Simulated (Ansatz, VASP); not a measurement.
## Two plane-wave programs on MgO

INCAR

```
PREC = Accurate
ENCUT = 520
EDIFF = 1E-6
ISMEAR = 0
SIGMA = 0.05
LREAL = False
LASPH = True
NELM = 80
ALGO = Normal
ISIF = 2
LWAVE = False
LCHARG = True
GGA = PS
LELF = True
LVHAR = True
NBANDS = 26
```

File KPOINTS:

```
regular mesh
0
Gamma
  9 9 4
```

The input POSCAR:

```
MgO
1.0
    3.4182000000      0.0000000000      0.0000000000
   -1.7091000000      2.9602480352      0.0000000000
    0.0000000000      0.0000000000     10.4160299547
Mg O
4 4
Direct
    0.3333333333      0.6666666667      0.9695925587
    0.0000000000      0.0000000000      0.2209429155
    0.0000000000      0.0000000000      0.7209429155
    0.6666666667      0.3333333333      0.4695925587
    0.3333333333      0.6666666667      0.7799203897
    0.0000000000      0.0000000000      0.5295423161
    0.0000000000      0.0000000000      0.0295423161
    0.6666666667      0.3333333333      0.2799203897
```

Input for Ansatz:

```yaml
crystal:
  lattice:
    - [3.4182, 0.0, 0.0]
    - [-1.7091, 2.9602480352, 0.0]
    - [0.0, 0.0, 10.4160299547]
  atoms:
    - { symbol: Mg, position: [0.3333333333, 0.6666666667, 0.9695925587] }
    - { symbol: Mg, position: [0.0, 0.0, 0.2209429155] }
    - { symbol: Mg, position: [0.0, 0.0, 0.7209429155] }
    - { symbol: Mg, position: [0.6666666667, 0.3333333333, 0.4695925587] }
    - { symbol: O, position: [0.3333333333, 0.6666666667, 0.7799203897] }
    - { symbol: O, position: [0.0, 0.0, 0.5295423161] }
    - { symbol: O, position: [0.0, 0.0, 0.0295423161] }
    - { symbol: O, position: [0.6666666667, 0.3333333333, 0.2799203897] }
basis:
  ecutwfc: 520.0
kpoints:
  mp_grid: { grid: [9, 9, 4] }
hamiltonian:
  xc: pbesol
  pseudopotentials: { kind: paw, azcp: { folder: soft_1 } }
scf:
  occupations: { method: gaussian, width: 0.05 }
output:
  forces: true
  stress: true
  eigenvalues: true
```

Alike in both runs: task single point; functional PBEsol; k mesh 9 × 9 × 4; occupations gaussian, width 0.05 eV; no spin polarisation.

```csv
,VASP,Ansatz
version,VASP 6.6.1,Ansatz 0.2.0
potentials or method,"VASP PAW PBE potentials, release 64 (Mg, O), cutoff 520 eV","scalar-relativistic, plane waves, PAW"
valence electrons in the cell,32,64
```

|  | VASP | Ansatz | Ansatz less VASP |
| --- | --- | --- | --- |
| gap on the k mesh at the Fermi level (eV) | 2.86 | 2.86 | +0.007 |
| least direct gap on the mesh (eV) | 2.86 | 2.86 | +0.007 |
| pressure (GPa) | -9.8 | -9.4 | +0.40 |
| traceless stress, the component that is largest in VASP (GPa) | 5.92 | 5.83 | -0.095 |
| rms of the force components (eV/Å) | 0.173 | 0.171 | -0.0015 |

VASP's potentials were made for PBE, not for PBEsol, and Ansatz warns of the same on its side. Atom by atom the forces differ by 0.002 eV/Å (rms over components). VASP's potentials hold 32 valence electrons a cell and Ansatz's 64, so a difference there can come from the potentials and not from the codes.
